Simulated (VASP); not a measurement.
# Ti2Co (Fd-3m) in VASP: a series of runs

Runs on Ti2Co. Level: r2SCAN. Tasks: single point.

Program: VASP 6.6.1. These are calculated values, not measurements. Logs are shortened: lines on timing, memory, paths and dates and some standing lists are left out, and cuts for length are marked.

**1. The cell of the first run**

The structure is cubic, space group Fd-3m (No. 227). The conventional cell has a = 7.057 Å, b = 7.057 Å, c = 7.057 Å, α = 90.00°, β = 90.00°, γ = 90.00°. Ti (site symmetry -3m) has 6 Ti at 2.49 Å and 6 Co at 2.93 Å within 3.3 Å. Co (site symmetry -43m) has 12 Ti at 2.93 Å and 4 Co at 3.06 Å within 3.9 Å.

**2. Single point, r2SCAN, collinear spin, ferromagnetic start (14.64 Å³/atom)**

The input, POSCAR:

```
Ti2Co
1.0
    0.0000000000      3.5284503198      3.5284503198
    3.5284503198      0.0000000000      3.5284503198
    3.5284503198      3.5284503198      0.0000000000
Ti Co
4 2
Direct
    0.6250000000      0.6250000000      0.6250000000
    0.1250000000      0.6250000000      0.6250000000
    0.6250000000      0.6250000000      0.1250000000
    0.6250000000      0.1250000000      0.6250000000
    0.0000000000      0.0000000000      0.0000000000
    0.2500000000      0.2500000000      0.2500000000
```

The input, INCAR.step1:

```
PREC = Accurate
ENCUT = 520
ISMEAR = 0
SIGMA = 0.1
LREAL = F
LASPH = T
NELM = 150
ISPIN = 2
MAGMOM = 0.41 0.41 0.41 0.41 1.94 1.94
LMAXMIX = 4
NBANDS = 46
GGA = PE
ALGO = Normal
EDIFF = 1E-4
LWAVE = T
LCHARG = F
```

The input, INCAR.step2:

```
PREC = Accurate
ENCUT = 520
EDIFF = 1E-6
ISMEAR = 0
SIGMA = 0.1
LREAL = F
LASPH = T
NELM = 150
ALGO = Normal
ISIF = 2
LWAVE = F
LCHARG = T
ISPIN = 2
MAGMOM = 0.41 0.41 0.41 0.41 1.94 1.94
LORBIT = 11
LMAXMIX = 4
METAGGA = R2SCAN
LMIXTAU = T
LELF = T
LVHAR = T
NBANDS = 46
ISTART = 1
```

The input, KPOINTS:

```
regular mesh
0
Gamma
  10 10 10
```

Potentials or basis: VASP PAW PBE potentials, release 64 (Ti_sv, Co).

The run is started by

```
cat potpaw_PBE.64/Ti_sv/POTCAR potpaw_PBE.64/Co/POTCAR > POTCAR
cp INCAR.step1 INCAR
mpirun -np 1 vasp_std > vasp.out
cp INCAR.step2 INCAR
mpirun -np 1 vasp_std > vasp.out
```

OUTCAR:

```text
PREC = Accurate
   ENCUT = 520
   EDIFF = 1E-6
   ISMEAR = 0
   LREAL = F
   LASPH = T
   NELM = 150
   ISIF = 2
   ISPIN = 2
   LORBIT = 11
   METAGGA = R2SCAN
   ISTART = 1

 ion  position               nearest neighbor table
   1  0.625  0.625  0.625-   2 2.49   3 2.49   4 2.49   3 2.49   4 2.49   2 2.49   6 2.93   5 2.93
                             6 2.93   5 2.93   6 2.93   5 2.93
   2  0.125  0.625  0.625-   1 2.49   3 2.49   4 2.49   1 2.49   3 2.49   4 2.49   6 2.93   5 2.93
                             5 2.93   6 2.93   5 2.93   6 2.93
   3  0.625  0.625  0.125-   1 2.49   1 2.49   2 2.49   4 2.49   4 2.49   2 2.49   6 2.93   5 2.93
                             6 2.93   5 2.93   6 2.93   5 2.93
   4  0.625  0.125  0.625-   1 2.49   3 2.49   1 2.49   2 2.49   3 2.49   2 2.49   6 2.93   5 2.93
                             6 2.93   5 2.93   5 2.93   6 2.93
   5  0.000  0.000  0.000-   2 2.93   3 2.93   4 2.93   1 2.93   2 2.93   3 2.93   1 2.93   1 2.93
                             3 2.93   4 2.93   4 2.93   2 2.93   6 3.06   6 3.06   6 3.06   6 3.06
   6  0.250  0.250  0.250-   2 2.93   3 2.93   4 2.93   1 2.93   1 2.93   2 2.93   3 2.93   1 2.93
                             3 2.93   4 2.93   2 2.93   4 2.93   5 3.06   5 3.06   5 3.06   5 3.06

  LATTYP: Found a face centered cubic cell.
 ALAT       =     7.0569006396

  Lattice vectors:

 A1 = (   0.0000000000,   3.5284503198,   3.5284503198)
 A2 = (   3.5284503198,   0.0000000000,   3.5284503198)
 A3 = (   3.5284503198,   3.5284503198,   0.0000000000)

Analysis of symmetry for initial positions (statically):
=====================================================================
 Subroutine PRICEL returns:
 Original cell was already a primitive cell.

 Routine SETGRP: Setting up the symmetry group for a
 face centered cubic supercell.

 Subroutine GETGRP returns: Found 48 space group operations
 (whereof 24 operations were pure point group operations)
 out of a pool of 48 trial point group operations.

The static configuration has the point symmetry T_d .
 The point group associated with its full space group is O_h .

Analysis of symmetry for dynamics (positions and initial velocities):
=====================================================================
 Subroutine PRICEL returns:
 Original cell was already a primitive cell.

 Routine SETGRP: Setting up the symmetry group for a
 face centered cubic supercell.

 Subroutine GETGRP returns: Found 48 space group operations
 (whereof 24 operations were pure point group operations)
 out of a pool of 48 trial point group operations.

The dynamic configuration has the point symmetry T_d .
 The point group associated with its full space group is O_h .

Analysis of structural, dynamic, and magnetic symmetry:
=====================================================================
 Subroutine PRICEL returns:
 Original cell was already a primitive cell.

 Routine SETGRP: Setting up the symmetry group for a
 face centered cubic supercell.

 Subroutine GETGRP returns: Found 48 space group operations
 (whereof 24 operations were pure point group operations)
 out of a pool of 48 trial point group operations.

The overall configuration has the point symmetry T_d .
 The point group associated with its full space group is O_h .

 Subroutine INISYM returns: Found 48 space group operations
 (whereof 24 operations are pure point group operations),
 and found     1 'primitive' translations

----------------------------------------------------------------------------------------

                                     Primitive cell

  volume of cell :      87.8581

  direct lattice vectors                    reciprocal lattice vectors
     0.000000000  3.528450320  3.528450320    -0.141705269  0.141705269  0.141705269
     3.528450320  0.000000000  3.528450320     0.141705269 -0.141705269  0.141705269
     3.528450320  3.528450320  0.000000000     0.141705269  0.141705269 -0.141705269

  length of vectors
     4.989982296  4.989982296  4.989982296     0.245440725  0.245440725  0.245440725

  position of ions in fractional coordinates (direct lattice)
     0.625000000  0.625000000  0.625000000
     0.125000000  0.625000000  0.625000000
     0.625000000  0.625000000  0.125000000
     0.625000000  0.125000000  0.625000000
[... 66 lines left out ...]
   number of dos      NEDOS =    301   number of ions     NIONS =      6
   total plane-waves  NPLWV =  64000
   dimension x,y,z NGX =    40 NGY =   40 NGZ =   40
   dimension x,y,z NGXF=    80 NGYF=   80 NGZF=   80
   ions per type =               4   2
   NGX,Y,Z   is equivalent  to a cutoff of  13.33, 13.33, 13.33 a.u.
   NGXF,Y,Z  is equivalent  to a cutoff of  26.65, 26.65, 26.65 a.u.
 SYSTEM =  unknown system
   PREC   = accura    normal or accurate (medium, high low for compatibility)
   ISTART =      1    job   : 0-new  1-cont  2-samecut
   ICHARG =      0    charge: 1-file 2-atom 10-const
   ISPIN  =      2    spin polarized calculation?
   LNONCOLLINEAR =      F non collinear calculations
   LSORBIT =      F    spin-orbit coupling
   LASPH  =      T    aspherical Exc in radial PAW
   ENCUT  =  520.0 eV  38.22 Ry    6.18 a.u.   9.28  9.28  9.28*2*pi/ulx,y,z
   NELM   =    150;   NELMIN=  2; NELMDL=  0     # of ELM steps
   EDIFF  = 0.1E-05   stopping-criterion for ELM
   LREAL  =      F    real-space projection
   EDIFFG = 0.1E-04   stopping-criterion for IOM
   NSW    =      0    number of steps for IOM
   IBRION =     -1    ionic relax: 0-MD 1-quasi-New 2-CG
   NFREE  =      0    steps in history (QN), initial steepest desc. (CG)
   ISIF   =      2    stress and relaxation
   ISYM   =      2    0-nonsym 1-usesym 2-fastsym
   POTIM  = 0.5000    time-step for ionic-motion
   TEBEG  =    0.0;   TEEND  =   0.0 temperature during run
   PSTRESS=    0.0 pullay stress
   NELECT =      66.0000    total number of electrons
   NUPDOWN=      -1.0000    fix difference up-down
   EMIN   =  10.00;   EMAX   =-10.00  energy-range for DOS
   EFERMI =   0.00;   METHOD = LEGACY
   ISMEAR =     0;   SIGMA  =   0.10  broadening in eV -4-tet -1-fermi 0-gaus
   EFERMI_NEDOS =   21; number of points for ismear=-14 and -15
   IALGO  =     38    algorithm
   IMIX   =      4    mixing-type and parameters
     AMIX     =   0.40;   BMIX     =  1.00
     AMIX_MAG =   1.60;   BMIX_MAG =  1.00
  volume/ion in A,a.u.               =      14.64        98.82
  Fermi-wavevector in a.u.,A,eV,Ry     =   1.488203  2.812296 30.133473  2.214748
  Thomas-Fermi vector in A             =   2.601267
   LORBIT       =     11    0 simple, 1 ext, 2 COOP (PROOUT), +10 PAW based schemes
   METAGGA = R2SCAN    functional components
   LHFCALC =     F    Hartree Fock is set to
   AEXX    =    0.0000 exact exchange contribution
   IVDW    =     0    specifies the selected vdW correction
   LEPSILON=     F    determine dielectric tensor
   LRPA    =     F    only Hartree local field effects (RPA)
 spin polarized calculation
 Gauss-broadening in eV      SIGMA  =   0.10
  energy-cutoff  :      520.00
  volume of cell :       87.86
 maximum number of plane-waves:      2421
 NGX is ok and might be reduce to    40
   NGX = 19   NGY = 19   NGZ = 19

 number of electron      66.0000003 magnetization       4.6962818

 Free energy of the ion-electron system (eV)
  ---------------------------------------------------
  ext. energy  EPLUGINS =         0.00000000
  ---------------------------------------------------
  free energy    TOTEN  =       -75.24397346 eV

  energy without entropy =      -75.22178840  energy(sigma->0) =      -75.23288093

 E-fermi :   8.7756     XC(G=0): -13.0699

 val. band max:        8.7695113478   @ k =  -0.4000   0.3000   0.1000
 cond. band min:       8.7782554726   @ k =   0.5000   0.1000   0.0000
 fundamental gap:      0.0087441248
 Fermi energy:         8.7756395695

 spin component 1

 k-point     1 :       0.0000    0.0000    0.0000
  band No.  band energies     occupation
      1     -50.2808      1.00000
      2     -49.8148      1.00000
      3     -49.8148      1.00000
      4     -49.8148      1.00000
      5     -26.9051      1.00000
      6     -25.8013      1.00000
[... 1141 lines left out ...]
     44      11.4165      0.00000
     45      12.3357      0.00000

 [... further k-points ...]

 spin component 2

 k-point     1 :       0.0000    0.0000    0.0000
  band No.  band energies     occupation
      1     -49.7865      1.00000
      2     -49.3364      1.00000
      3     -49.3364      1.00000
      4     -49.3364      1.00000
      5     -26.2442      1.00000
      6     -25.2979      1.00000
[... 1141 lines left out ...]
     44      12.1314      0.00000
     45      12.6253      0.00000

 [... further k-points ...]

 [bands above 45 left out]

------------------------ aborting loop because EDIFF is reached ----------------------------------------

  FORCE on cell =-STRESS in cart. coord.  units (eV):
  Direction    XX          YY          ZZ          XY          YZ          ZX
  --------------------------------------------------------------------------------------
  -------------------------------------------------------------------------------------
  Total        2.1494189      2.1494189      2.1494189     -0.0000000      0.0000000      0.0000000
  in kB       39.1967118     39.1967118     39.1967118     -0.0000000      0.0000000      0.0000000
  external PRESSURE =      39.1967118 kB  Pullay stress =       0.0000000 kB

 VOLUME and BASIS-vectors are now :
 -----------------------------------------------------------------------------
  energy-cutoff  :      520.00
  volume of cell :       87.86
      direct lattice vectors                 reciprocal lattice vectors
     0.000000000  3.528450320  3.528450320    -0.141705269  0.141705269  0.141705269
     3.528450320  0.000000000  3.528450320     0.141705269 -0.141705269  0.141705269
     3.528450320  3.528450320  0.000000000     0.141705269  0.141705269 -0.141705269

 POSITION                                       TOTAL-FORCE (eV/Angst)
 -----------------------------------------------------------------------------------
      4.41056      4.41056      4.41056        -0.000000      0.000000      0.000000
      4.41056      2.64634      2.64634        -0.000000      0.000000      0.000000
      2.64634      2.64634      4.41056        -0.000000      0.000000      0.000000
      2.64634      4.41056      2.64634        -0.000000      0.000000      0.000000
      0.00000      0.00000      0.00000        -0.000000      0.000000     -0.000000
      1.76423      1.76423      1.76423         0.000000     -0.000000      0.000000
 -----------------------------------------------------------------------------------
    total drift:                                0.000000      0.000000      0.000000

  FREE ENERGIE OF THE ION-ELECTRON SYSTEM (eV)
  ---------------------------------------------------
  free  energy   TOTEN  =       -75.2439734640 eV

  energy  without entropy=      -75.2217883991  energy(sigma->0) =      -75.23288093

 total charge

# of ion       s       p       d       tot
------------------------------------------
    1        2.277   6.134   2.125  10.537
    2        2.277   6.134   2.125  10.537
    3        2.277   6.134   2.125  10.537
    4        2.277   6.134   2.125  10.537
    5        0.433   0.421   7.095   7.948
    6        0.433   0.421   7.095   7.948
--------------------------------------------------
tot          9.974  25.378  22.691  58.043

 magnetization (x)

# of ion       s       p       d       tot
------------------------------------------
    1        0.007  -0.008   0.414   0.414
    2        0.007  -0.008   0.414   0.414
    3        0.007  -0.008   0.414   0.414
    4        0.007  -0.008   0.414   0.414
    5        0.015  -0.028   1.684   1.672
    6        0.015  -0.028   1.684   1.672
--------------------------------------------------
tot          0.060  -0.087   5.025   4.998
```

Wall time 80 min (1 thread of Intel Xeon 8259CL, shared host); peak memory 0.51 GiB.

Results:

```yaml
Free_energy: -75.2440 eV
Pressure: 3.9 GPa
Net_moment: 4.70 μB per cell
Site_moments: Ti +0.41; Co +1.67 μB
Valence_electrons_inside_the_program's_atomic_spheres: Ti 10.54; Co 7.95
```

Caveat: the cell stands under pressure; the PAW data sets were made with another functional, which shifts forces and pressure a little.

**3. Single point, r2SCAN, collinear spin, ferromagnetic start (16.00 Å³/atom)**

This run uses another cell than the first one, of 16.00 Å³/atom.

Edit POSCAR of step 2 so:

```diff
@@ -2,5 +2,5 @@
 1.0
-    0.0000000000      3.5284503198      3.5284503198
-    3.5284503198      0.0000000000      3.5284503198
-    3.5284503198      3.5284503198      0.0000000000
+    0.0000000000      3.6343664719      3.6343664719
+    3.6343664719      0.0000000000      3.6343664719
+    3.6343664719      3.6343664719      0.0000000000
 Ti Co
```

The input, INCAR.step1:

```
  PREC = Accurate
  ENCUT = 520
  ISMEAR = 0
  SIGMA = 0.1
  LREAL = False
  LASPH = True
  NELM = 150
  ISPIN = 2
  MAGMOM = 0.41 0.41 0.41 0.41 1.94 1.94
  LMAXMIX = 4
  NBANDS = 46
  GGA = PE
  ALGO = Normal
  EDIFF = 1E-4
  LWAVE = True
  LCHARG = False
```

The input, INCAR.step2:

```
  PREC = Accurate
  ENCUT = 520
  EDIFF = 1E-7
  ISMEAR = 0
  SIGMA = 0.1
  LREAL = False
  LASPH = True
  NELM = 150
  ALGO = Normal
  ISIF = 2
  LWAVE = False
  LCHARG = True
  ISPIN = 2
  MAGMOM = 0.41 0.41 0.41 0.41 1.94 1.94
  LORBIT = 11
  LMAXMIX = 4
  METAGGA = R2SCAN
  LMIXTAU = True
  LELF = True
  LVHAR = True
  NBANDS = 46
  ISTART = 1
```

The input, KPOINTS:

```
Automatic mesh
0
Gamma
  10 10 10
```

Potentials or basis: VASP PAW PBE potentials, release 64 (Ti_sv, Co).

The run is started by

```
cat potpaw_PBE.64/Ti_sv/POTCAR potpaw_PBE.64/Co/POTCAR > POTCAR
cp INCAR.step1 INCAR
mpirun -np 1 vasp_std > vasp.out
cp INCAR.step2 INCAR
mpirun -np 1 vasp_std > vasp.out
```

OUTCAR:

```text
PREC = Accurate
   ENCUT = 520
   EDIFF = 1E-7
   ISMEAR = 0
   LREAL = False
   LASPH = True
   NELM = 150
   ISIF = 2
   ISPIN = 2
   LORBIT = 11
   METAGGA = R2SCAN
   ISTART = 1

 ion  position               nearest neighbor table
   1  0.625  0.625  0.625-   2 2.57   3 2.57   4 2.57   3 2.57   4 2.57   2 2.57   6 3.01   5 3.01
                             6 3.01   5 3.01   6 3.01   5 3.01
   2  0.125  0.625  0.625-   1 2.57   3 2.57   4 2.57   1 2.57   3 2.57   4 2.57   6 3.01   5 3.01
                             5 3.01   6 3.01   5 3.01   6 3.01
   3  0.625  0.625  0.125-   1 2.57   1 2.57   2 2.57   4 2.57   4 2.57   2 2.57   6 3.01   5 3.01
                             6 3.01   5 3.01   6 3.01   5 3.01
   4  0.625  0.125  0.625-   1 2.57   3 2.57   1 2.57   2 2.57   3 2.57   2 2.57   6 3.01   5 3.01
                             6 3.01   5 3.01   6 3.01   5 3.01
   5  0.000  0.000  0.000-   1 3.01   1 3.01   1 3.01   2 3.01   3 3.01   4 3.01   4 3.01   2 3.01
[... 2558 lines left out ...]
      2.72577      4.54296      2.72577         0.000000     -0.000000      0.000000
      0.00000      0.00000      0.00000         0.000000      0.000000      0.000000
      1.81718      1.81718      1.81718        -0.000000     -0.000000     -0.000000
 -----------------------------------------------------------------------------------
    total drift:                                0.000000      0.000000      0.000000

  FREE ENERGIE OF THE ION-ELECTRON SYSTEM (eV)
  ---------------------------------------------------
  free  energy   TOTEN  =       -75.2082923867 eV

  energy  without entropy=      -75.1819195803  energy(sigma->0) =      -75.19510598

 total charge

# of ion       s       p       d       tot
------------------------------------------
    1        2.263   6.118   2.034  10.415
    2        2.263   6.118   2.034  10.415
    3        2.263   6.118   2.034  10.415
    4        2.263   6.118   2.034  10.415
    5        0.407   0.370   7.064   7.840
    6        0.407   0.370   7.064   7.840
--------------------------------------------------
tot          9.863  25.212  22.264  57.339

 magnetization (x)

# of ion       s       p       d       tot
------------------------------------------
    1        0.008  -0.009   0.419   0.418
    2        0.008  -0.009   0.419   0.418
    3        0.008  -0.009   0.419   0.418
    4        0.008  -0.009   0.419   0.418
    5        0.018  -0.028   1.840   1.829
    6        0.018  -0.028   1.840   1.829
--------------------------------------------------
tot          0.067  -0.093   5.355   5.329
```

OSZICAR.step1:

```text
N       E                     dE             d eps       ncg     rms          rms(c)
DAV:   1     0.820299201510E+03    0.82030E+03   -0.30904E+04  8696   0.179E+03
DAV:   2     0.614969651516E+02   -0.75880E+03   -0.73617E+03  8654   0.524E+02
DAV:   3    -0.340336375983E+02   -0.95531E+02   -0.87786E+02 12312   0.171E+02
DAV:   4    -0.502371894661E+02   -0.16204E+02   -0.15712E+02 13680   0.582E+01
DAV:   5    -0.511755530451E+02   -0.93836E+00   -0.93707E+00 13388   0.137E+01    0.361E+01
DAV:   6    -0.125686093397E+03   -0.74511E+02   -0.29572E+02 10912   0.192E+02    0.102E+02
DAV:   7    -0.599832375772E+02    0.65703E+02   -0.11234E+02 10188   0.638E+01    0.330E+01
DAV:   8    -0.422210244162E+02    0.17762E+02   -0.25451E+01 12162   0.391E+01    0.637E+00
DAV:   9    -0.426066593613E+02   -0.38563E+00   -0.42000E+00 13192   0.806E+00    0.636E+00
DAV:  10    -0.426383239787E+02   -0.31665E-01   -0.34813E-01 12736   0.492E+00    0.355E+00
DAV:  11    -0.427236302629E+02   -0.85306E-01   -0.29982E-01 12364   0.372E+00    0.447E+00
DAV:  12    -0.426822068871E+02    0.41423E-01   -0.14172E-01 13094   0.317E+00    0.555E-01
DAV:  13    -0.426847526615E+02   -0.25458E-02   -0.14520E-02 12110   0.707E-01    0.943E-01
DAV:  14    -0.426824117337E+02    0.23409E-02   -0.42346E-03 12480   0.528E-01    0.305E-01
DAV:  15    -0.426825952726E+02   -0.18354E-03   -0.11271E-03 10858   0.202E-01    0.209E-01
DAV:  16    -0.426825569166E+02    0.38356E-04   -0.25560E-04  8182   0.119E-01
   1 F= -.42682557E+02 E0= -.42653936E+02  d E =-.572428E-01  mag=     2.4618
```

Wall time 68 min (1 thread of Oxide Virtual Turin-like, shared host); peak memory 0.48 GiB.

Results:

- Free energy: -75.2083 eV
- Pressure: -4.8 GPa
- Net moment: 5.00 μB per cell
- Site moments: Ti +0.42; Co +1.83 μB
- Valence electrons inside the program's atomic spheres: Ti 10.41; Co 7.84

Levels at points of the mesh, in eV from the Fermi level:
Spin up:
| k point | band 34 | band 35 | band 36 | band 37 | band 38 | band 39 |
| --- | --- | --- | --- | --- | --- | --- |
| (0.00, 0.00, 0.00) | -1.06 | -0.73 | -0.73 | 2.70 | 3.09 | 3.09 |
| (0.50, 0.00, 0.00) | -0.27 | 0.11 | 0.11 | 0.25 | 0.65 | 0.72 |
| (0.50, 0.50, 0.00) | -0.43 | -0.33 | -0.33 | 0.92 | 0.92 | 0.93 |
Spin down:
```csv
k point,band 28,band 29,band 30,band 31,band 32,band 33,band 34,band 35
"(0.00, 0.00, 0.00)",-0.58,-0.33,-0.33,-0.33,0.70,0.70,0.92,0.92
"(0.50, 0.00, 0.00)",-0.63,-0.12,-0.12,0.18,0.28,0.35,0.35,0.74
"(0.50, 0.50, 0.00)",-1.03,-0.59,-0.59,0.33,0.33,0.75,0.75,1.35
```

Caveat: the cell stands under tension; the PAW data sets were made with another functional, which shifts forces and pressure a little.
